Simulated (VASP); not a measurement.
Input of a VASP 6.6.1 run:

The input INCAR:

```
ALGO = Fast
EDIFF = 1E-6
ENCUT = 520
GGA = PS
ISIF = 2
ISMEAR = 1
LASPH = True
LCHARG = False
LREAL = False
LWAVE = False
NBANDS = 24
NELM = 100
PREC = Accurate
SIGMA = 0.02
```

File KPOINTS:

```
k-points
0
Gamma
  14 14 14
```

The input POSCAR:

```
AlNi3
1.0
    0.0000000000      2.8018887551      2.8018887551
    2.8018887551      0.0000000000      2.8018887551
    2.8018887551      2.8018887551      0.0000000000
Al Ni
1 3
Direct
    0.5000000000      0.5000000000      0.5000000000
    0.2500000000      0.2500000000      0.2500000000
    0.0000000000      0.0000000000      0.0000000000
    0.7500000000      0.7500000000      0.7500000000
```

Potentials or basis: VASP PAW PBE potentials, release 64 (Al, Ni).

Launch:

```console
$ cat potpaw_PBE.64/Al/POTCAR potpaw_PBE.64/Ni/POTCAR > POTCAR
$ mpirun -np 1 vasp_std > vasp.out
```

Question: Predict the band gap on the k mesh.

Answer: Zero (an odd number of electrons rules out a gap without spin polarisation).

Question: Predict the pressure.

Answer: -0.7 GPa.

Caveat: the PAW data sets were made with another functional, which shifts forces and pressure a little. Spin polarisation is off, so any magnetic state and its effect on volume and gap are missing.
